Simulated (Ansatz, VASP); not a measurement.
## WSe2 in VASP and in Ansatz

```
W Se
1.0
     3.21566    0.00000    0.00000
    -1.60783    2.78485    0.00000
     0.00000    0.00000   13.31705
W Se
2 4
Direct
  0.66667 0.33333 0.75000
  0.33333 0.66667 0.25000
  0.33333 0.66667 0.87727
  0.66667 0.33333 0.37727
  0.33333 0.66667 0.62273
  0.66667 0.33333 0.12273
```

Change from the starting cell: equal strain along all axes, cell held, atoms relaxed: -3.0 %.

Alike in both runs: functional r2SCAN; k mesh 12 × 12 × 2; occupations gaussian, width 0.02 eV; no spin polarisation.

Ansatz relaxed the structure, and its values are those at the end. VASP's run is a single point on that final structure, the one shown.

|  | VASP | Ansatz |
| --- | --- | --- |
| version | VASP 6.6.1 | Ansatz 0.2.0 |
| potentials or method | VASP PAW PBE potentials, release 64 (W_sv, Se), cutoff 520 eV | scalar-relativistic, plane waves, PAW |
| valence electrons in the cell | 52 | 92 |

```csv
,VASP,Ansatz,Ansatz less VASP
gap on the k mesh at the Fermi level (eV),1.25,1.25,+0.002
least direct gap on the mesh (eV),1.97,1.97,+0.003
pressure (GPa),6.4,6.0,-0.39
rms of the force components (eV/Å),0.024,0.000,-0.0243
```

VASP's potentials were made for PBE, not for r2SCAN. With one functional, cell and mesh, what is left measures potentials, basis and numerics. VASP's potentials hold 52 valence electrons a cell and Ansatz's 92, so a difference there can come from the potentials and not from the codes. Ansatz's warnings: stress scf threshold loose.

Spin-orbit coupling is off throughout.
